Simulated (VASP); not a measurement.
# CoO (Pm-3m) in VASP: a series of runs, part 2 of 2

VASP 6.6.1. Earlier steps stand in the parts before.

**4. Single point, PBE+U, collinear spin, antiferromagnetic start**

This run uses another cell than the first one: it holds 4 atoms, not 2.

INCAR

```
SYSTEM = CoO
  PREC = Accurate
  ENCUT = 700
  EDIFF = 1E-6
  ISMEAR = 0
  SIGMA = 0.02
  LREAL = .False.
  LASPH = .True.
  NELM = 200
  ALGO = Normal
  ISIF = 2
  LWAVE = .False.
  LCHARG = .True.
  ISPIN = 2
  MAGMOM = 3 -3 0 0
  LORBIT = 11
  LMAXMIX = 4
  LDAU = .True.
  LDAUTYPE = 2
  LDAUL = 2 -1
  LDAUU = 3.32 0
  LDAUJ = 0 0
  LDAUPRINT = 1
  GGA = PE
  LELF = .True.
  LVHAR = .True.
  NBANDS = 35
  GGA_COMPAT = .False.
```

KPOINTS

```
regular mesh
0
Gamma
  10 10 5
  0 0 0
```

POSCAR

```
CoO
1.0
    2.6612513074      0.0000000000      2.6612513074
    0.0000000000      2.6612513074      2.6612513074
    0.0000000000      0.0000000000      5.3225026149
Co O
2 2
Direct
    0.0000000000      1.0000000000      1.0000000000
    0.0000000000      1.0000000000      0.5000000000
    0.5000000000      0.5000000000      0.7500000000
    0.5000000000      0.5000000000      0.2500000000
```

Potentials or basis: VASP PAW PBE potentials, release 64 (Co_sv, O).

Started as:

```console
$ cat potpaw_PBE.64/Co_sv/POTCAR potpaw_PBE.64/O/POTCAR > POTCAR
$ mpirun -np 1 vasp_std > vasp.out
```

OUTCAR:

```text
SYSTEM = CoO
   PREC = Accurate
   ENCUT = 700
   EDIFF = 1E-6
   ISMEAR = 0
   LREAL = .False.
   LASPH = .True.
   NELM = 200
   ISIF = 2
   ISPIN = 2
   LORBIT = 11
   GGA = PE

 ion  position               nearest neighbor table
   1  0.000  0.000  0.000-
   2  0.000  0.000  0.500-
   3  0.500  0.500  0.750-
   4  0.500  0.500  0.250-

  LATTYP: Found a face centered cubic cell.
 ALAT       =     5.3225026148

  Lattice vectors:

 A1 = (   2.6612513074,  -2.6612513074,   0.0000000000)
 A2 = (   2.6612513074,   0.0000000000,   2.6612513074)
 A3 = (   0.0000000000,  -2.6612513074,   2.6612513075)

Analysis of symmetry for initial positions (statically):
=====================================================================
 Subroutine PRICEL returns following result:

  LATTYP: Found a simple cubic cell.
 ALAT       =     2.6612513074
[... 12 lines left out ...]
 Subroutine GETGRP returns: Found 48 space group operations
[... 2111 lines left out ...]

  FORCE on cell =-STRESS in cart. coord.  units (eV):
  Direction    XX          YY          ZZ          XY          YZ          ZX
  --------------------------------------------------------------------------------------
  -------------------------------------------------------------------------------------
  Total       -1.2560944     -1.2560944     -1.2560944      0.0000000      0.0000000      0.0000000
  in kB      -53.3881928    -53.3881928    -53.3881928      0.0000000      0.0000000      0.0000000
  external PRESSURE =     -53.3881928 kB  Pullay stress =       0.0000000 kB

 VOLUME and BASIS-vectors are now :
 -----------------------------------------------------------------------------
  energy-cutoff  :      700.00
  volume of cell :       37.70
      direct lattice vectors                 reciprocal lattice vectors
     2.661251307  0.000000000  2.661251307     0.375763085  0.000000000  0.000000000
     0.000000000  2.661251307  2.661251307     0.000000000  0.375763085  0.000000000
     0.000000000  0.000000000  5.322502615    -0.187881542 -0.187881542  0.187881542

 POSITION                                       TOTAL-FORCE (eV/Angst)
 -----------------------------------------------------------------------------------
      0.00000      0.00000      0.00000         0.000000     -0.000000      0.000000
      0.00000      0.00000      2.66125        -0.000000      0.000000     -0.000000
      1.33063      1.33063      6.65313         0.000000     -0.000000      0.000000
      1.33063      1.33063      3.99188         0.000000     -0.000000     -0.000000
 -----------------------------------------------------------------------------------
    total drift:                                0.000000      0.000000      0.000000

  FREE ENERGIE OF THE ION-ELECTRON SYSTEM (eV)
  ---------------------------------------------------
  free  energy   TOTEN  =       -22.1275160318 eV

  energy  without entropy=      -22.1275160318  energy(sigma->0) =      -22.12751603

 total charge

# of ion       s       p       d       tot
------------------------------------------
    1        2.139   6.055   6.683  14.877
    2        2.139   6.055   6.683  14.877
    3        1.566   3.377   0.000   4.943
    4        1.566   3.377   0.000   4.943
--------------------------------------------------
tot          7.410  18.865  13.366  39.641

 magnetization (x)

# of ion       s       p       d       tot
------------------------------------------
    1        0.006   0.007   2.581   2.595
    2       -0.006  -0.007  -2.581  -2.595
    3        0.000   0.000   0.000   0.000
    4        0.000   0.000   0.000   0.000
--------------------------------------------------
tot          0.000   0.000   0.000   0.000
```

OSZICAR:

```text
N       E                     dE             d eps       ncg     rms          rms(c)
DAV:   1     0.832106070534E+03    0.83211E+03   -0.29614E+04  5491   0.395E+03
DAV:   2     0.472034062599E+02   -0.78490E+03   -0.73972E+03  5893   0.102E+03
DAV:   3    -0.228356582579E+02   -0.70039E+02   -0.67492E+02  6080   0.285E+02
DAV:   4    -0.241782213535E+02   -0.13426E+01   -0.13321E+01  5842   0.384E+01
DAV:   5    -0.242224442695E+02   -0.44223E-01   -0.44215E-01  5275   0.710E+00    0.209E+01
DAV:   6    -0.236352557254E+02    0.58719E+00   -0.41497E+01  6443   0.116E+02    0.399E+01
DAV:   7    -0.215168407479E+02    0.21184E+01   -0.13093E+01  5217   0.794E+01    0.112E+01
DAV:   8    -0.219485677732E+02   -0.43173E+00   -0.11157E+00  5362   0.112E+01    0.764E+00
DAV:   9    -0.221133821530E+02   -0.16481E+00   -0.22367E-01  7052   0.923E+00    0.279E+00
DAV:  10    -0.221300939500E+02   -0.16712E-01   -0.87130E-02  5509   0.444E+00    0.882E-01
DAV:  11    -0.221252280704E+02    0.48659E-02   -0.22969E-02  7221   0.218E+00    0.452E-01
DAV:  12    -0.221270819689E+02   -0.18539E-02   -0.43434E-03  5075   0.761E-01    0.209E-01
DAV:  13    -0.221275253142E+02   -0.44335E-03   -0.20232E-03  6168   0.535E-01    0.182E-01
DAV:  14    -0.221275190953E+02    0.62189E-05   -0.18086E-04  5420   0.272E-01    0.100E-01
DAV:  15    -0.221275185663E+02    0.52901E-06   -0.76680E-05  5517   0.113E-01    0.454E-02
DAV:  16    -0.221275165132E+02    0.20531E-05   -0.29601E-06  4109   0.479E-02    0.278E-02
DAV:  17    -0.221275160318E+02    0.48142E-06   -0.55034E-06  4858   0.593E-02
   1 F= -.22127516E+02 E0= -.22127516E+02  d E =-.737253E-40  mag=    -0.0000
```

It took 3 min on 1 thread of Intel Xeon Platinum 8259CL at 2.50GHz (Skylake/Cascade Lake), shared host; peak memory 0.29 GiB.

Results:

* Free energy: -22.1275 eV
* Pressure: -5.3 GPa
* Band gap on the k mesh: 1.45 eV
* Net moment: 0.00 μB per cell
* Site moments: Co +2.60, -2.60; O +0.00 μB
* Valence electrons inside the program's atomic spheres: Co 14.88; O 4.94

Eigenvalues of the final occupation matrices:
| site | spin | trace | eigenvalues |
| --- | --- | --- | --- |
| site 1 d | 1 | 4.65 | 0.91 0.91 0.94 0.94 0.94 |
| site 1 d | 2 | 2.06 | 0.09 0.09 0.09 0.89 0.89 |
| site 2 d | 1 | 2.06 | 0.09 0.09 0.09 0.89 0.89 |
| site 2 d | 2 | 4.65 | 0.91 0.91 0.94 0.94 0.94 |

Caveat: the cell stands under tension.
